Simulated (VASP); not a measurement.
# ZrGe2Pd3 (P4mm) in VASP: a series of runs

Runs on ZrGe2Pd3. Level: PBE. Tasks: relaxation of cell and atoms, single point.

Everything below comes from runs of VASP 6.6.1. Logs are shortened: lines on timing, memory, paths and dates and some standing lists are left out, and cuts for length are marked.

### Step 1. The cell of the first run

It takes space group P4mm (No. 99, tetragonal). Conventional cell: a = 4.194 Å, b = 4.194 Å, c = 6.476 Å, α = 90.00°, β = 90.00°, γ = 90.00°. Within 4.0 Å of Zr (site symmetry 4mm) lie 8 Ge at 3.04 to 3.91 Å and 8 Pd at 3.47 to 3.56 Å. Ge (site symmetry 4mm) has 1 Ge at 1.86 Å and 5 Pd at 1.96 to 2.40 Å within 2.5 Å. Ge (site symmetry 4mm) has 1 Ge at 1.86 Å within 2.5 Å. Within 3.0 Å of Pd (site symmetry 2mm) lie 6 Pd at 2.24 to 2.97 Å and 2 Ge at 2.40 Å. Pd (site symmetry 4mm) has 2 Ge at 1.96 to 2.65 Å and 4 Pd at 2.24 Å within 2.7 Å.

The cell was built from a structure type or drawn by symmetry, and may not be a known phase.

### Step 2. Relaxation of cell and atoms, PBE

INCAR

```
SYSTEM = ZrGe2Pd3
  PREC = Accurate
  ENCUT = 600
  EDIFF = 1E-6
  ISMEAR = 0
  SIGMA = 0.2
  LREAL = .FALSE.
  LASPH = .TRUE.
  NELM = 60
  ALGO = Normal
  ISIF = 3
  LWAVE = .FALSE.
  LCHARG = .FALSE.
  GGA = PE
  IBRION = 2
  NSW = 36
  EDIFFG = -0.08
```

KPOINTS

```
regular mesh
0
G
  4 4 3
  0 0 0
```

POSCAR

```
ZrGe2Pd3
1.0
    4.1941948500      0.0000000000      0.0000000000
    0.0000000000      4.1941948500      0.0000000000
    0.0000000000      0.0000000000      6.4761983700
Zr Ge Pd
1 2 3
Direct
    0.0000000000      0.0000000000      0.8212696000
    0.5000000000      0.5000000000      0.2148282200
    0.5000000000      0.5000000000      0.9269187800
    0.5000000000      0.0000000000      0.3952796500
    0.0000000000      0.5000000000      0.3952796500
    0.5000000000      0.5000000000      0.5173349700
```

Potentials or basis: VASP PAW PBE potentials, release 64 (Zr_sv, Ge_d, Pd).

The run is started by

```console
cat potpaw_PBE.64/Zr_sv/POTCAR potpaw_PBE.64/Ge_d/POTCAR potpaw_PBE.64/Pd/POTCAR > POTCAR
mpirun -np 1 vasp_std > vasp.out
```

OUTCAR:

```text
SYSTEM = ZrGe2Pd3
   PREC = Accurate
   ENCUT = 600
   EDIFF = 1E-6
   ISMEAR = 0
   LREAL = .FALSE.
   LASPH = .TRUE.
   NELM = 60
   ISIF = 3
   GGA = PE
   IBRION = 2
   NSW = 36
   EDIFFG = -0.08

 ion  position               nearest neighbor table
   1  0.000  0.000  0.821-   3 3.04   3 3.04   3 3.04   3 3.04   5 3.47   5 3.47   4 3.47   4 3.47
                             6 3.56   6 3.56   6 3.56   6 3.56
   2  0.500  0.500  0.215-   3 1.86   6 1.96   5 2.40   4 2.40   4 2.40   5 2.40
   3  0.500  0.500  0.927-   2 1.86   6 2.65   1 3.04   1 3.04   1 3.04   1 3.04
   4  0.500  0.000  0.395-   6 2.24   6 2.24   2 2.40   2 2.40   5 2.97   5 2.97   5 2.97   5 2.97
                             1 3.47   1 3.47
   5  0.000  0.500  0.395-   6 2.24   6 2.24   2 2.40   2 2.40   4 2.97   4 2.97   4 2.97   4 2.97
                             1 3.47   1 3.47
   6  0.500  0.500  0.517-   2 1.96   4 2.24   5 2.24   4 2.24   5 2.24   3 2.65   1 3.56   1 3.56
                             1 3.56   1 3.56

  LATTYP: Found a simple tetragonal cell.
 ALAT       =     4.1941948500
 C/A-ratio  =     1.5440861957

  Lattice vectors:

 A1 = (   4.1941948500,   0.0000000000,   0.0000000000)
 A2 = (   0.0000000000,   4.1941948500,   0.0000000000)
 A3 = (   0.0000000000,   0.0000000000,   6.4761983700)

Analysis of symmetry for initial positions (statically):
=====================================================================
 Subroutine PRICEL returns:
 Original cell was already a primitive cell.

 Routine SETGRP: Setting up the symmetry group for a
 simple tetragonal supercell.

 Subroutine GETGRP returns: Found  8 space group operations
 (whereof  8 operations were pure point group operations)
 out of a pool of 16 trial point group operations.

The static configuration has the point symmetry C_4v.

Analysis of symmetry for dynamics (positions and initial velocities):
=====================================================================
 Subroutine PRICEL returns:
 Original cell was already a primitive cell.

 Routine SETGRP: Setting up the symmetry group for a
 simple tetragonal supercell.

 Subroutine GETGRP returns: Found  8 space group operations
 (whereof  8 operations were pure point group operations)
 out of a pool of 16 trial point group operations.

The dynamic configuration has the point symmetry C_4v.

 Subroutine INISYM returns: Found  8 space group operations
 (whereof  8 operations are pure point group operations),
 and found     1 'primitive' translations

----------------------------------------------------------------------------------------

                                     Primitive cell

  volume of cell :     113.9246

  direct lattice vectors                    reciprocal lattice vectors
     4.194194850  0.000000000  0.000000000     0.238424784  0.000000000  0.000000000
     0.000000000  4.194194850  0.000000000     0.000000000  0.238424784  0.000000000
     0.000000000  0.000000000  6.476198370     0.000000000  0.000000000  0.154411576

  length of vectors
     4.194194850  4.194194850  6.476198370     0.238424784  0.238424784  0.154411576

  position of ions in fractional coordinates (direct lattice)
     0.000000000  0.000000000  0.821269600
     0.500000000  0.500000000  0.214828220
     0.500000000  0.500000000  0.926918780
     0.500000000  0.000000000  0.395279650
     0.000000000  0.500000000  0.395279650
     0.500000000  0.500000000  0.517334970

  ion indices of the primitive-cell ions
   primitive index   ion index
                 1           1
                 2           2
                 3           3
                 4           4
                 5           5
                 6           6

----------------------------------------------------------------------------------------

 KPOINTS: regular mesh

Automatic generation of k-mesh.
 Grid dimensions read from file:
 generate k-points for:    4    4    3

 Generating k-lattice:

  Cartesian coordinates                     Fractional coordinates (reciprocal lattice)
     0.059606196  0.000000000  0.000000000     0.250000000  0.000000000  0.000000000
     0.000000000  0.059606196  0.000000000     0.000000000  0.250000000  0.000000000
     0.000000000  0.000000000  0.051470525     0.000000000  0.000000000  0.333333333

  Length of vectors
     0.059606196  0.059606196  0.051470525

  Shift w.r.t. Gamma in fractional coordinates (k-lattice)
     0.000000000  0.000000000  0.000000000

 Subroutine IBZKPT returns following result:
 ===========================================

 Found     12 irreducible k-points:

 Following reciprocal coordinates:
            Coordinates               Weight
  0.000000  0.000000  0.000000      1.000000
  0.250000  0.000000  0.000000      4.000000
  0.500000  0.000000  0.000000      2.000000
  0.250000  0.250000  0.000000      4.000000
  0.500000  0.250000  0.000000      4.000000
  0.500000  0.500000  0.000000      1.000000
  0.000000  0.000000  0.333333      2.000000
  0.250000  0.000000  0.333333      8.000000
  0.500000  0.000000  0.333333      4.000000
  0.250000  0.250000  0.333333      8.000000
  0.500000  0.250000  0.333333      8.000000
  0.500000  0.500000  0.333333      2.000000
   k-points           NKPTS =     12   k-points in BZ     NKDIM =     12   number of bands    NBANDS=     42
   number of dos      NEDOS =    301   number of ions     NIONS =      6
   total plane-waves  NPLWV =  69984
   dimension x,y,z NGX =    36 NGY =   36 NGZ =   54
   dimension x,y,z NGXF=    72 NGYF=   72 NGZF=  108
   ions per type =               1   2   3
   NGX,Y,Z   is equivalent  to a cutoff of  14.27, 14.27, 13.86 a.u.
   NGXF,Y,Z  is equivalent  to a cutoff of  28.54, 28.54, 27.72 a.u.
 SYSTEM =  ZrGe2Pd3
   PREC   = accura    normal or accurate (medium, high low for compatibility)
   ISTART =      0    job   : 0-new  1-cont  2-samecut
   ICHARG =      2    charge: 1-file 2-atom 10-const
   ISPIN  =      1    spin polarized calculation?
   LNONCOLLINEAR =      F non collinear calculations
   LSORBIT =      F    spin-orbit coupling
   LASPH  =      T    aspherical Exc in radial PAW
   ENCUT  =  600.0 eV  44.10 Ry    6.64 a.u.   8.38  8.38 12.93*2*pi/ulx,y,z
   NELM   =     60;   NELMIN=  2; NELMDL= -5     # of ELM steps
   EDIFF  = 0.1E-05   stopping-criterion for ELM
   LREAL  =      F    real-space projection
   EDIFFG = -.8E-01   stopping-criterion for IOM
   NSW    =     36    number of steps for IOM
   IBRION =      2    ionic relax: 0-MD 1-quasi-New 2-CG
   NFREE  =      1    steps in history (QN), initial steepest desc. (CG)
   ISIF   =      3    stress and relaxation
   ISYM   =      2    0-nonsym 1-usesym 2-fastsym
   POTIM  = 0.5000    time-step for ionic-motion
   TEBEG  =    0.0;   TEEND  =   0.0 temperature during run
   PSTRESS=    0.0 pullay stress
   NELECT =      70.0000    total number of electrons
   NUPDOWN=      -1.0000    fix difference up-down
   EMIN   =  10.00;   EMAX   =-10.00  energy-range for DOS
   EFERMI =   0.00;   METHOD = LEGACY
   ISMEAR =     0;   SIGMA  =   0.20  broadening in eV -4-tet -1-fermi 0-gaus
   EFERMI_NEDOS =   21; number of points for ismear=-14 and -15
   IALGO  =     38    algorithm
   IMIX   =      4    mixing-type and parameters
     AMIX     =   0.40;   BMIX     =  1.00
     AMIX_MAG =   1.60;   BMIX_MAG =  1.00
  volume/ion in A,a.u.               =      18.99       128.13
  Fermi-wavevector in a.u.,A,eV,Ry     =   1.391773  2.630070 26.354920  1.937032
  Thomas-Fermi vector in A             =   2.515580
   LORBIT       =      0    0 simple, 1 ext, 2 COOP (PROOUT), +10 PAW based schemes
   GGA     = PE    functional components
   LHFCALC =     F    Hartree Fock is set to
   AEXX    =    0.0000 exact exchange contribution
   IVDW    =     0    specifies the selected vdW correction
   LEPSILON=     F    determine dielectric tensor
   LRPA    =     F    only Hartree local field effects (RPA)
 conjugate gradient relaxation of ions
 non-spin polarized calculation
 Gauss-broadening in eV      SIGMA  =   0.20
  energy-cutoff  :      600.00
  volume of cell :      113.92
 maximum number of plane-waves:      3826
 NGX is ok and might be reduce to    36
   NGX = 17   NGY = 17   NGZ = 25

--------------------------------------- Ionic step        1  -------------------------------------------

 number of electron      70.0000010 magnetization

 Free energy of the ion-electron system (eV)
  ---------------------------------------------------
  ext. energy  EPLUGINS =         0.00000000
  ---------------------------------------------------
  free energy    TOTEN  =       -23.46009562 eV

  energy without entropy =      -23.38682042  energy(sigma->0) =      -23.42345802

------------------------ aborting loop because EDIFF is reached ----------------------------------------

  FORCE on cell =-STRESS in cart. coord.  units (eV):
  Direction    XX          YY          ZZ          XY          YZ          ZX
  --------------------------------------------------------------------------------------
  -------------------------------------------------------------------------------------
  Total       22.0991029     22.0991029     55.6105316      0.0000000      0.0000000      0.0000000
  in kB      310.7906025    310.7906025    782.0783806      0.0000000      0.0000000      0.0000000
  external PRESSURE =     467.8865286 kB  Pullay stress =       0.0000000 kB
[... 25 lines left out ...]
  energy  without entropy=      -23.3868204201  energy(sigma->0) =      -23.42345802

--------------------------------------- Ionic step        2  -------------------------------------------

 number of electron      70.0000073 magnetization

 E-fermi :   1.7464     XC(G=0):  -7.9150

 val. band max:        1.6910988679   @ k =   0.5000   0.5000   0.3333
 cond. band min:       1.7509418945   @ k =   0.0000   0.0000   0.3333
 fundamental gap:      0.0598430265
 Fermi energy:         1.7463975905

 k-point     1 :       0.0000    0.0000    0.0000
  band No.  band energies     occupation
      1     -48.9683      2.00000
      2     -28.7134      2.00000
      3     -27.8808      2.00000
      4     -27.8808      2.00000
      5     -27.1360      2.00000
      6     -26.7870      2.00000
[... 602 lines left out ...]
  FREE ENERGIE OF THE ION-ELECTRON SYSTEM (eV)
  ---------------------------------------------------
  free  energy   TOTEN  =       -30.4116170644 eV

  energy  without entropy=      -30.3200477501  energy(sigma->0) =      -30.36583241

[... ionic steps 4 to 24 ...]

--------------------------------------- Ionic step       25  -------------------------------------------

 number of electron      70.0000014 magnetization

------------------------ aborting loop because EDIFF is reached ----------------------------------------

  FORCE on cell =-STRESS in cart. coord.  units (eV):
  Direction    XX          YY          ZZ          XY          YZ          ZX
  --------------------------------------------------------------------------------------
  -------------------------------------------------------------------------------------
  Total        0.0168055      0.0168055     -0.0265185      0.0000000      0.0000000      0.0000000
  in kB        0.2216209      0.2216209     -0.3497096      0.0000000      0.0000000      0.0000000
  external PRESSURE =       0.0311774 kB  Pullay stress =       0.0000000 kB
[... 65 lines left out ...]
  energy  without entropy=      -34.5048535618  energy(sigma->0) =      -34.54312484

--------------------------------------- Ionic step       27  -------------------------------------------

 number of electron      70.0000014 magnetization

 Free energy of the ion-electron system (eV)
  ---------------------------------------------------
  ext. energy  EPLUGINS =         0.00000000
  ---------------------------------------------------
  free energy    TOTEN  =       -34.58188348 eV

  energy without entropy =      -34.50539539  energy(sigma->0) =      -34.54363943

 E-fermi :   6.9782     XC(G=0): -10.9944

 val. band max:        6.9626503356   @ k =   0.5000   0.0000   0.3333
 cond. band min:       7.0336718787   @ k =   0.5000   0.5000   0.0000
 fundamental gap:      0.0710215432
 Fermi energy:         6.9782182173

 k-point     1 :       0.0000    0.0000    0.0000
  band No.  band energies     occupation
      1     -42.8614      2.00000
      2     -20.8464      2.00000
      3     -20.7903      2.00000
      4     -20.7903      2.00000
      5     -17.6884      2.00000
      6     -17.6281      2.00000
[... 562 lines left out ...]
  FREE ENERGIE OF THE ION-ELECTRON SYSTEM (eV)
  ---------------------------------------------------
  free  energy   TOTEN  =       -34.5818834817 eV

  energy  without entropy=      -34.5053953859  energy(sigma->0) =      -34.54363943

 reached required accuracy - stopping structural energy minimisation
```

Wall time 13 min (1 thread of Intel Xeon 6975P-C (Granite Rapids), shared host); peak memory 0.3 GiB.

Results:

```yaml
Free_energy: -34.5819 eV
Relaxed_volume: 20.27 Å³/atom
Relaxed_cell: a = 3.797 Å, b = 3.797 Å, c = 8.440 Å, α = 90.00°, β = 90.00°, γ = 90.00°
Space_group_after_relaxing_to_0.1_Å: P4mm (No. 99)
Pressure_after_relaxing: -0.1 GPa
Largest_force_after_relaxing: 0.041 eV/Å
Band_gap_on_the_k_mesh: zero (bands 35 and 36 overlap by 0.89 eV)
```

Forces on the atoms (eV/Å):
```
Zr   0.000  0.000 -0.022
Ge   0.000  0.000  0.034
Ge   0.000  0.000  0.023
Pd   0.000  0.000  0.003
Pd   0.000  0.000  0.003
Pd   0.000  0.000 -0.041
```

Final structure:
```xyz
6
Lattice="3.7965 0.0000 0.0000 0.0000 3.7965 0.0000 0.0000 0.0000 8.4396" Properties=species:S:1:pos:R:3 pbc="T T T"
Zr    0.0000    0.0000    6.1183
Ge    1.8983    1.8983    1.7518
Ge    1.8983    1.8983    7.7212
Pd    1.8983    0.0000    3.3606
Pd    0.0000    1.8983    3.3606
Pd    1.8983    1.8983    5.2926
```

Levels at points of the mesh, in eV from the Fermi level:
```
           k point  band 32  band 33  band 34  band 35  band 36  band 37  band 38  band 39
(0.00, 0.00, 0.00)    -0.97     0.10     0.36     0.36     0.53     0.64     1.42     1.42
(0.50, 0.00, 0.00)    -2.09    -1.74    -0.99    -0.81     0.41     0.89     1.64     1.79
(0.50, 0.50, 0.00)    -1.48    -1.48    -1.34    -0.20    -0.20     0.06     1.06     1.06
```

Caveat: the k points lie up to 0.41 Å⁻¹ apart in the final cell, too coarse for converged energies and pressures of a metal; a cell axis changed by over 15 % at a fixed basis, so the end point is rough; the relaxation stopped at a loose force limit of 0.08 eV/Å, so its end isn't a converged minimum.

### Step 3. Single point, PBE

This run uses another cell than the first one, of 16.43 Å³/atom.

INCAR

```
SYSTEM = ZrGe2Pd3
PREC     = Accurate       ! precision mode
ENCUT    = 520            ! plane-wave cutoff, eV
EDIFF    = 1E-6           ! SCF threshold, eV
ISMEAR   = 0              ! smearing method
SIGMA    = 0.1            ! smearing width, eV
LREAL    = .FALSE.        ! projectors in reciprocal space
LASPH    = .TRUE.         ! aspherical terms in the spheres
NELM     = 80             ! most SCF steps
ALGO     = Fast           ! electronic algorithm
ISIF     = 2              ! what is computed and relaxed
LWAVE    = .FALSE.        ! write WAVECAR
LCHARG   = .FALSE.        ! write CHGCAR
GGA      = PE             ! functional
NBANDS   = 44             ! bands
```

KPOINTS

```
regular mesh
0
G
  10 10 4
  0 0 0
```

POSCAR

```
ZrGe2Pd3
1.0
    3.1271937293      0.0000000000      0.0000000000
    0.0000000000      3.1271937293      0.0000000000
    0.0000000000      0.0000000000     10.0829208467
Zr Ge Pd
1 2 3
Direct
    0.5000000000      0.5000000000      0.1604234238
    0.0000000000      0.0000000000      0.9728374296
    0.5000000000      0.5000000000      0.5137238230
    0.0000000000      0.0000000000      0.6507347262
    0.0000000000      0.0000000000      0.3583300127
    0.5000000000      0.5000000000      0.8439495448
```

Potentials or basis: VASP PAW PBE potentials, release 64 (Zr_sv, Ge_d, Pd).

The run is started by

```console
cat potpaw_PBE.64/Zr_sv/POTCAR potpaw_PBE.64/Ge_d/POTCAR potpaw_PBE.64/Pd/POTCAR > POTCAR
mpirun -np 1 vasp_std > vasp.out
```

Wall time 5.5 min (1 thread of Intel Xeon 6975P-C (Granite Rapids), shared host); peak memory 0.38 GiB.

It converged, with:

```yaml
Free_energy: -35.9592 eV
Pressure: 0.1 GPa
Largest_force: 0.027 eV/Å
Band_gap_on_the_k_mesh: zero (bands 35 and 36 overlap by 0.92 eV)
```

Forces in eV/Å, atoms in the order of the input:
```
Zr   0.000  0.000  0.015
Ge   0.000  0.000  0.008
Ge   0.000  0.000 -0.004
Pd   0.000  0.000  0.022
Pd   0.000  0.000 -0.014
Pd   0.000  0.000 -0.027
```

Levels at points of the mesh, in eV from the Fermi level:
```csv
k point,band 32,band 33,band 34,band 35,band 36,band 37,band 38,band 39
"(0.00, 0.00, 0.00)",-1.85,-1.79,-1.06,-0.65,1.87,1.92,1.92,3.55
"(0.50, 0.00, 0.00)",-1.98,-1.77,-1.11,-0.91,-0.44,-0.17,1.75,3.22
"(0.50, 0.50, 0.00)",-1.27,-0.92,-0.73,-0.73,0.07,1.43,2.82,3.02
"(0.00, 0.00, 0.50)",-1.85,-1.83,-1.06,0.08,1.57,1.75,1.75,3.16
"(0.50, 0.00, 0.50)",-1.96,-1.77,-1.27,-0.91,-0.44,-0.18,1.74,2.85
"(0.50, 0.50, 0.50)",-1.27,-1.03,0.13,0.48,0.48,1.22,1.22,1.42
```
